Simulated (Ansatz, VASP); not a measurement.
**C: VASP beside Ansatz**

```
C
1.0
     0.00000    1.77140    1.77140
     1.77140    0.00000    1.77140
     1.77140    1.77140    0.00000
C
2
Cartesian
  2.6571 2.6571 2.6571
  1.7714 1.7714 1.7714
```

Alike in both runs: task single point; functional r2SCAN; k mesh 13 × 13 × 13; occupations fermi-dirac, width 0.05 eV; no spin polarisation.

```csv
,VASP,Ansatz
version,VASP 6.6.1,Ansatz 0.2.0
potentials or method,"VASP PAW PBE potentials, release 64 (C_h)",Ansatz PAW
plane-wave cutoff (eV),910,500
valence electrons in the cell,8,8
```

|  | VASP | Ansatz | Ansatz less VASP |
| --- | --- | --- | --- |
| gap on the k mesh at the Fermi level (eV) | 4.41 | 4.41 | -0.002 |
| least direct gap on the mesh (eV) | 5.94 | 5.94 | +0.001 |

VASP's potentials were made for PBE, not for r2SCAN. With one functional, cell and mesh, what is left measures potentials, basis and numerics.

Noted on VASP's run: the cutoff is short for stress, so the pressure is rough. Noted on Ansatz's run: odd divisions of the mesh miss points on the zone boundary, where band edges often lie, so the gap on the mesh can be too wide.
